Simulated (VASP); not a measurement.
**Pb: single point with PBEsol**

Pb:

```
CELL_PARAMETERS angstrom
-2.07864 2.07864 2.07864
2.07864 -2.07864 2.07864
2.07864 2.07864 -2.07864
ATOMIC_POSITIONS crystal
Pb 0.00000 0.00000 0.00000
```

This cell differs from its parent crystal: strain +0.050 along x and y, +0.050 along z.

```yaml
Program: VASP 6.6.1
Task: single point
Functional: PBEsol
Potentials_or_basis: VASP PAW PBE potentials, release 64 (Pb_d)
Cutoff: 520 eV
k_mesh: 18 × 18 × 18
Occupations: gaussian, width 0.15 eV
Spin: no spin polarisation
```

| Property | Result |
| --- | --- |
| Pressure | -5.6 GPa |
| Band gap on the k mesh | zero (bands 7 and 8 overlap by 7.89 eV) |

Levels at points of the mesh, in eV from the Fermi level:
```tsv
k point	band 4	band 5	band 6	band 7	band 8	band 9	band 10	band 11
(0.00, 0.00, 0.00)	-16.80	-16.80	-10.73	6.25	6.25	6.25	9.46	10.81
(0.50, 0.00, 0.00)	-16.81	-16.71	-7.82	-3.31	2.95	4.58	6.67	8.23
(0.50, 0.50, 0.50)	-16.73	-16.73	-5.84	-0.21	-0.21	-0.21	4.41	4.41
```

It took 2.1 min on 1 thread of Intel Xeon 8259CL, on a shared host, peak memory 0.22 GiB.

Caveat: the cell differs from its parent crystal (strain +0.050 along x and y, +0.050 along z); the cell stands under tension; the PAW data sets were made with another functional, which shifts forces and pressure a little; spin-orbit coupling is left out, which moves the levels of the heavy elements.
